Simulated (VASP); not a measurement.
# Cu (I4/mmm) in VASP: notebook

Cu is run at these levels: PBE; tasks: single point.

Everything below comes from runs of VASP 6.6.1. Logs are shortened: lines on timing, memory, paths and dates and some standing lists are left out, and cuts for length are marked.

## 1. The cell of the first run

The structure is tetragonal, space group I4/mmm (No. 139). The conventional cell has a = 2.633 Å, b = 2.633 Å, c = 3.615 Å, α = 90.00°, β = 90.00°, γ = 90.00°. Cu (site symmetry 4/mmm) has 12 Cu at 2.59 to 2.63 Å within 3.4 Å.

## 2. Single point, PBE (strain +0.030 along x and y, +0.000 along z)

Input file INCAR:

```
SYSTEM = Cu
ALGO = Normal
EDIFF = 1E-7
ENCUT = 520
GGA = PE
ISIF = 2
ISMEAR = 0
LASPH = .True.
LCHARG = .True.
LELF = .True.
LREAL = .False.
LVHAR = .True.
LWAVE = .False.
NBANDS = 12
NELM = 60
PREC = Accurate
SIGMA = 0.15
```

Input file KPOINTS:

```
k-points
0
Gamma
  22 22 22
  0 0 0
```

Input file POSCAR:

```
Cu
1.0
    0.0000000000      1.8617250000      1.8075000000
    1.8617250000      0.0000000000      1.8075000000
    1.8617250000      1.8617250000      0.0000000000
Cu
1
Direct
    0.0000000000      0.0000000000      0.0000000000
```

Potentials or basis: VASP PAW PBE potentials, release 64 (Cu).

The run is started by

```console
$ cat potpaw_PBE.64/Cu/POTCAR > POTCAR
$ mpirun -np 1 vasp_std > vasp.out
```

OUTCAR:

```text
SYSTEM = Cu
   EDIFF = 1E-7
   ENCUT = 520
   GGA = PE
   ISIF = 2
   ISMEAR = 0
   LASPH = .True.
   LREAL = .False.
   NELM = 60
   PREC = Accurate

 ion  position               nearest neighbor table
   1  0.000  0.000  0.000-

  LATTYP: Found a body centered tetragonal cell.
 ALAT       =     2.6328767444
 C/A-ratio  =     1.3730228761

  Lattice vectors:

 A1 = (   0.0000000000,  -1.8617250000,  -1.8075000000)
 A2 = (   0.0000000000,   1.8617250000,  -1.8075000000)
 A3 = (   1.8617250000,   0.0000000000,   1.8075000000)

Analysis of symmetry for initial positions (statically):
=====================================================================
 Subroutine PRICEL returns:
 Original cell was already a primitive cell.

 Routine SETGRP: Setting up the symmetry group for a
 body centered tetragonal supercell.

 Subroutine GETGRP returns: Found 16 space group operations
 (whereof 16 operations were pure point group operations)
 out of a pool of 16 trial point group operations.

The static configuration has the point symmetry D_4h.

Analysis of symmetry for dynamics (positions and initial velocities):
=====================================================================
 Subroutine PRICEL returns:
 Original cell was already a primitive cell.

 Routine SETGRP: Setting up the symmetry group for a
 body centered tetragonal supercell.

 Subroutine GETGRP returns: Found 16 space group operations
 (whereof 16 operations were pure point group operations)
 out of a pool of 16 trial point group operations.

The dynamic configuration has the point symmetry D_4h.

 Subroutine INISYM returns: Found 16 space group operations
 (whereof 16 operations are pure point group operations),
 and found     1 'primitive' translations

----------------------------------------------------------------------------------------

                                     Primitive cell

  volume of cell :      12.5297

  direct lattice vectors                    reciprocal lattice vectors
     0.000000000  1.861725000  1.807500000    -0.268568129  0.268568129  0.276625173
     1.861725000  0.000000000  1.807500000     0.268568129 -0.268568129  0.276625173
     1.861725000  1.861725000  0.000000000     0.268568129  0.268568129 -0.276625173

  length of vectors
     2.594817185  2.594817185  2.632876744     0.469871436  0.469871436  0.469871436

  position of ions in fractional coordinates (direct lattice)
     0.000000000  0.000000000  0.000000000

  ion indices of the primitive-cell ions
   primitive index   ion index
                 1           1

----------------------------------------------------------------------------------------

 KPOINTS: k-points

Automatic generation of k-mesh.
 Grid dimensions read from file:
 generate k-points for:   22   22   22

 Generating k-lattice:

  Cartesian coordinates                     Fractional coordinates (reciprocal lattice)
    -0.012207642  0.012207642  0.012573871     0.045454545 -0.000000000  0.000000000
     0.012207642 -0.012207642  0.012573871    -0.000000000  0.045454545  0.000000000
     0.012207642  0.012207642 -0.012573871     0.000000000  0.000000000  0.045454545

  Length of vectors
     0.021357793  0.021357793  0.021357793

  Shift w.r.t. Gamma in fractional coordinates (k-lattice)
     0.000000000  0.000000000  0.000000000

 Subroutine IBZKPT returns following result:
 ===========================================

 Found    834 irreducible k-points:

 Following reciprocal coordinates:
            Coordinates               Weight
  0.000000  0.000000  0.000000      1.000000
  0.045455  0.000000  0.000000      8.000000
  0.090909  0.000000  0.000000      8.000000
  0.136364  0.000000  0.000000      8.000000
  0.181818  0.000000  0.000000      8.000000
  0.227273  0.000000  0.000000      8.000000
[... 16 lines left out ...]
  0.500000  0.045455  0.000000      8.000000
 -0.454545  0.045455  0.000000      8.000000
 [... further k-points ...]
   k-points           NKPTS =    834   k-points in BZ     NKDIM =    834   number of bands    NBANDS=     12
   number of dos      NEDOS =    301   number of ions     NIONS =      1
   total plane-waves  NPLWV =   8000
   dimension x,y,z NGX =    20 NGY =   20 NGZ =   20
   dimension x,y,z NGXF=    40 NGYF=   40 NGZF=   40
   ions per type =               1
   NGX,Y,Z   is equivalent  to a cutoff of  12.81, 12.81, 12.63 a.u.
   NGXF,Y,Z  is equivalent  to a cutoff of  25.63, 25.63, 25.26 a.u.
 SYSTEM =  Cu
   PREC   = accura    normal or accurate (medium, high low for compatibility)
   ISTART =      0    job   : 0-new  1-cont  2-samecut
   ICHARG =      2    charge: 1-file 2-atom 10-const
   ISPIN  =      1    spin polarized calculation?
   LNONCOLLINEAR =      F non collinear calculations
   LSORBIT =      F    spin-orbit coupling
   LASPH  =      T    aspherical Exc in radial PAW
   ENCUT  =  520.0 eV  38.22 Ry    6.18 a.u.   4.82  4.82  4.90*2*pi/ulx,y,z
   NELM   =     60;   NELMIN=  2; NELMDL= -5     # of ELM steps
   EDIFF  = 0.1E-06   stopping-criterion for ELM
   LREAL  =      F    real-space projection
   EDIFFG = 0.1E-05   stopping-criterion for IOM
   NSW    =      0    number of steps for IOM
   IBRION =     -1    ionic relax: 0-MD 1-quasi-New 2-CG
   NFREE  =      0    steps in history (QN), initial steepest desc. (CG)
   ISIF   =      2    stress and relaxation
   ISYM   =      2    0-nonsym 1-usesym 2-fastsym
   POTIM  = 0.5000    time-step for ionic-motion
   TEBEG  =    0.0;   TEEND  =   0.0 temperature during run
   PSTRESS=    0.0 pullay stress
   NELECT =      11.0000    total number of electrons
   NUPDOWN=      -1.0000    fix difference up-down
   EMIN   =  10.00;   EMAX   =-10.00  energy-range for DOS
   EFERMI =   0.00;   METHOD = LEGACY
   ISMEAR =     0;   SIGMA  =   0.15  broadening in eV -4-tet -1-fermi 0-gaus
   EFERMI_NEDOS =   21; number of points for ismear=-14 and -15
   IALGO  =     38    algorithm
   IMIX   =      4    mixing-type and parameters
     AMIX     =   0.40;   BMIX     =  1.00
     AMIX_MAG =   1.60;   BMIX_MAG =  1.00
  volume/ion in A,a.u.               =      12.53        84.55
  Fermi-wavevector in a.u.,A,eV,Ry     =   1.567566  2.962271 33.433111  2.457264
  Thomas-Fermi vector in A             =   2.669727
   LORBIT       =      0    0 simple, 1 ext, 2 COOP (PROOUT), +10 PAW based schemes
   GGA     = PE    functional components
   LHFCALC =     F    Hartree Fock is set to
   AEXX    =    0.0000 exact exchange contribution
   IVDW    =     0    specifies the selected vdW correction
   LEPSILON=     F    determine dielectric tensor
   LRPA    =     F    only Hartree local field effects (RPA)
 non-spin polarized calculation
 Gauss-broadening in eV      SIGMA  =   0.15
  energy-cutoff  :      520.00
  volume of cell :       12.53
 maximum number of plane-waves:       350
   NGX =  9   NGY =  9   NGZ =  9

 number of electron      10.9999990 magnetization

 Free energy of the ion-electron system (eV)
  ---------------------------------------------------
  ext. energy  EPLUGINS =         0.00000000
  ---------------------------------------------------
  free energy    TOTEN  =        -3.72050266 eV

  energy without entropy =       -3.71759267  energy(sigma->0) =       -3.71904767

 E-fermi :   6.8699     XC(G=0): -12.3863

 val. band max:        6.8589497702   @ k =  -0.1364   0.3636   0.2273
 cond. band min:       6.8747001454   @ k =  -0.3182   0.1818   0.1364
 fundamental gap:      0.0157503752
 Fermi energy:         6.8698535895

 k-point     1 :       0.0000    0.0000    0.0000
  band No.  band energies     occupation
      1      -2.0351      2.00000
      2       3.9821      2.00000
      3       3.9821      2.00000
      4       4.1094      2.00000
      5       4.7066      2.00000
      6       4.8340      2.00000
      7      29.0101      0.00000
      8      31.1716      0.00000
      9      31.1716      0.00000
     10      31.2418      0.00000
     11      33.6121      0.00000
     12      33.6788      0.00000

 k-point     2 :       0.0455    0.0000    0.0000
  band No.  band energies     occupation
      1      -1.9628      2.00000
      2       3.9767      2.00000
      3       3.9955      2.00000
      4       4.1133      2.00000
      5       4.7025      2.00000
      6       4.8277      2.00000
      7      28.5633      0.00000
      8      30.1772      0.00000
      9      30.9049      0.00000
     10      30.9778      0.00000
     11      33.9862      0.00000
     12      34.0479      0.00000

 k-point     3 :       0.0909    0.0000    0.0000
  band No.  band energies     occupation
      1      -1.7474      2.00000
      2       3.9511      2.00000
      3       4.0315      2.00000
      4       4.1342      2.00000
      5       4.6937      2.00000
      6       4.8119      2.00000
      7      26.7543      0.00000
      8      29.6324      0.00000
      9      30.3600      0.00000
     10      30.4914      0.00000
     11      34.8015      0.00000
     12      34.8772      0.00000
[... 286 lines left out ...]
 k-point    23 :       0.5000    0.0455    0.0000
  band No.  band energies     occupation
      1       2.1567      2.00000
      2       3.9520      2.00000
      3       4.0363      2.00000
      4       5.0212      2.00000
      5       5.3196      2.00000
      6       6.3085      2.00000
      7      10.4243      0.00000
      8      26.9931      0.00000
      9      27.0255      0.00000
     10      27.8704      0.00000
     11      31.4070      0.00000
     12      32.3171      0.00000

 k-point    24 :      -0.4545    0.0455    0.0000
  band No.  band energies     occupation
      1       2.1401      2.00000
      2       3.9532      2.00000
      3       4.0400      2.00000
      4       5.0175      2.00000
      5       5.2904      2.00000
      6       6.1687      2.00000
      7      10.6532      0.00000
      8      27.0655      0.00000
      9      27.3643      0.00000
     10      27.5371      0.00000
     11      31.1314      0.00000
     12      32.5045      0.00000

 [... further k-points ...]
[... 5 lines left out ...]
  --------------------------------------------------------------------------------------
  -------------------------------------------------------------------------------------
  Total       -0.4518096     -0.4518096     -0.3459631      0.0000000      0.0000000     -0.0000000
  in kB      -57.7732346    -57.7732346    -44.2385589      0.0000000      0.0000000     -0.0000000
  external PRESSURE =     -53.2616760 kB  Pullay stress =       0.0000000 kB

 VOLUME and BASIS-vectors are now :
 -----------------------------------------------------------------------------
  energy-cutoff  :      520.00
  volume of cell :       12.53
      direct lattice vectors                 reciprocal lattice vectors
     0.000000000  1.861725000  1.807500000    -0.268568129  0.268568129  0.276625173
     1.861725000  0.000000000  1.807500000     0.268568129 -0.268568129  0.276625173
     1.861725000  1.861725000  0.000000000     0.268568129  0.268568129 -0.276625173

 POSITION                                       TOTAL-FORCE (eV/Angst)
 -----------------------------------------------------------------------------------
      0.00000      0.00000      0.00000         0.000000     -0.000000      0.000000
 -----------------------------------------------------------------------------------
    total drift:                                0.000000      0.000000      0.000000

  FREE ENERGIE OF THE ION-ELECTRON SYSTEM (eV)
  ---------------------------------------------------
  free  energy   TOTEN  =        -3.7205026645 eV

  energy  without entropy=       -3.7175926680  energy(sigma->0) =       -3.71904767
```

Run time: 54 s. Hardware: 1 thread of Intel Xeon 6975P-C (Granite Rapids), shared host; peak memory 0.22 GiB.

Results:

```yaml
Free_energy: -3.7205 eV
Pressure: -5.3 GPa
```

Stress tensor (GPa, compression positive):
```
-5.78  0.00  0.00
 0.00 -5.78  0.00
 0.00  0.00 -4.42
```

Levels at points of the mesh, in eV from the Fermi level:
```tsv
k point	band 2	band 3	band 4	band 5	band 6	band 7	band 8	band 9	band 10	band 11
(0.00, 0.00, 0.00)	-2.89	-2.89	-2.76	-2.16	-2.04	22.14	24.30	24.30	24.37	26.74
(0.50, 0.00, 0.00)	-2.94	-2.81	-1.61	-1.55	-0.82	3.48	20.38	20.71	21.93	23.87
(0.50, 0.50, 0.00)	-4.13	-1.60	-1.44	-1.44	1.96	7.23	12.19	12.19	16.62	18.88
(0.50, 0.00, 0.50)	-4.11	-1.60	-1.49	-1.41	1.35	6.46	12.84	12.91	17.18	19.54
```

Caveat: the cell differs from its parent crystal (strain +0.030 along x and y, +0.000 along z).

## 3. Single point, PBE (strain +0.015 along x and y, +0.030 along z)

Input file INCAR:

```
PREC = Accurate
ENCUT = 520
EDIFF = 1E-7
ISMEAR = 0
SIGMA = 0.15
LREAL = False
LASPH = True
NELM = 60
ALGO = Normal
ISIF = 2
LWAVE = False
LCHARG = False
GGA = PE
NBANDS = 12
```

Input file KPOINTS:

```
Automatic mesh
0
Gamma
  22 22 22
```

Input file POSCAR:

```
Cu
1.0
    0.0000000000      1.8346125000      1.8617250000
    1.8346125000      0.0000000000      1.8617250000
    1.8346125000      1.8346125000      0.0000000000
Cu
1
Direct
    0.0000000000      0.0000000000      0.0000000000
```

Potentials or basis: VASP PAW PBE potentials, release 64 (Cu).

The run is started by

```console
$ cat potpaw_PBE.64/Cu/POTCAR > POTCAR
$ mpirun -np 1 vasp_std > vasp.out
```

Wall time 47 s (1 thread of Intel Xeon 6975P-C (Granite Rapids), shared host); peak memory 0.22 GiB.

The run converged. Its results:

| Quantity | Value |
| --- | --- |
| Free energy | -3.7212 eV |
| Pressure | -5.4 GPa |

Stress tensor (GPa, compression positive):
```
-5.11  0.00  0.00
 0.00 -5.11  0.00
 0.00  0.00 -5.87
```

Levels at points of the mesh, in eV from the Fermi level:
| k point | band 2 | band 3 | band 4 | band 5 | band 6 | band 7 | band 8 | band 9 | band 10 | band 11 |
| --- | --- | --- | --- | --- | --- | --- | --- | --- | --- | --- |
| (0.00, 0.00, 0.00) | -2.89 | -2.82 | -2.82 | -2.13 | -2.06 | 22.13 | 24.29 | 24.32 | 24.32 | 26.76 |
| (0.50, 0.00, 0.00) | -2.91 | -2.84 | -1.59 | -1.56 | -0.83 | 3.47 | 20.47 | 21.12 | 21.40 | 24.04 |
| (0.50, 0.50, 0.00) | -4.11 | -1.59 | -1.45 | -1.45 | 1.35 | 6.47 | 12.86 | 12.86 | 17.17 | 19.53 |
| (0.50, 0.00, 0.50) | -4.12 | -1.60 | -1.47 | -1.42 | 1.65 | 6.84 | 12.51 | 12.54 | 16.90 | 19.21 |

Caveat: the cell differs from its parent crystal (strain +0.015 along x and y, +0.030 along z).
